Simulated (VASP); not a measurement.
Wanted: the native input for a VASP 6.6.1 run.

| Quantity | Value |
| --- | --- |
| Task | single point |
| Functional | PBE-based screened hybrid with 25 % exact exchange |
| Potentials or basis | VASP PAW PBE potentials, release 64 (As, B) |
| Cutoff | 420 eV |
| k mesh | 5 × 5 × 5 |
| Occupations | fermi-dirac, width 0.05 eV |
| Spin | no spin polarisation |
| Dipole correction | no |
| Grid for exact exchange (PRECFOCK) | Normal |
| Share of exact exchange | 0.25 |
| Further INCAR settings | ALGO = Normal; EDIFF = 1e-06; NBANDS = 11 |
| Screening parameter | 0.3 1/Å |

The system is BAs.

```
CELL_PARAMETERS angstrom
0.00000 2.33974 2.33974
2.33974 0.00000 2.33974
2.33974 2.33974 0.00000
ATOMIC_POSITIONS crystal
As 0.75000 0.75000 0.75000
B 0.00000 0.00000 0.00000
```

The input as run:

POSCAR

```
BAs
1.0
    0.0000000000      2.3397414207      2.3397414207
    2.3397414207      0.0000000000      2.3397414207
    2.3397414207      2.3397414207      0.0000000000
As B
1 1
Direct
    0.7500000000      0.7500000000      0.7500000000
    0.0000000000      0.0000000000      0.0000000000
```

INCAR.step1

```
SYSTEM = BAs
PREC = Accurate ; ENCUT = 420
EDIFF = 1E-5 ; ISMEAR = -1
SIGMA = 0.05 ; LREAL = .FALSE.
LASPH = .TRUE. ; NELM = 120
ALGO = Normal ; ISIF = 2
LWAVE = .TRUE. ; GGA = PE
NBANDS = 11 ; GGA_COMPAT = .FALSE.
```

INCAR.step2

```
SYSTEM = BAs
PREC = Accurate ; ENCUT = 420
EDIFF = 1E-6 ; ISMEAR = -1
SIGMA = 0.05 ; LREAL = .FALSE.
LASPH = .TRUE. ; NELM = 120
ALGO = Normal ; ISIF = 2
LWAVE = .FALSE. ; LCHARG = .TRUE.
GGA = PE ; LHFCALC = .TRUE.
AEXX = 0.25 ; HFSCREEN = 0.3
PRECFOCK = Normal ; LELF = .TRUE.
LVHAR = .TRUE. ; ISTART = 1
NBANDS = 11 ; GGA_COMPAT = .FALSE.
```

KPOINTS

```
Automatic mesh
0
G
  5 5 5
  0 0 0
```

Potentials or basis: VASP PAW PBE potentials, release 64 (As, B).

Command:

```bash
$ cat potpaw_PBE.64/As/POTCAR potpaw_PBE.64/B/POTCAR > POTCAR
$ cp INCAR.step1 INCAR
$ mpirun -np 1 vasp_std > vasp.out
$ cp INCAR.step2 INCAR
$ mpirun -np 1 vasp_std > vasp.out
```

Results of the run:

```
Pressure               : 10.1 GPa
Band gap on the k mesh : 1.61 eV (least direct gap 4.02 eV)
```

Caveat: the k points lie up to 0.47 Å⁻¹ apart; the PAW data sets were made with another functional, which shifts forces and pressure a little; an odd mesh through Γ misses points on the zone boundary, where band edges can lie.

Run time: 81 s on 1 thread of Intel(R) Xeon(R) 6975P-C (Granite Rapids) (shared host), peak memory 0.24 GiB.
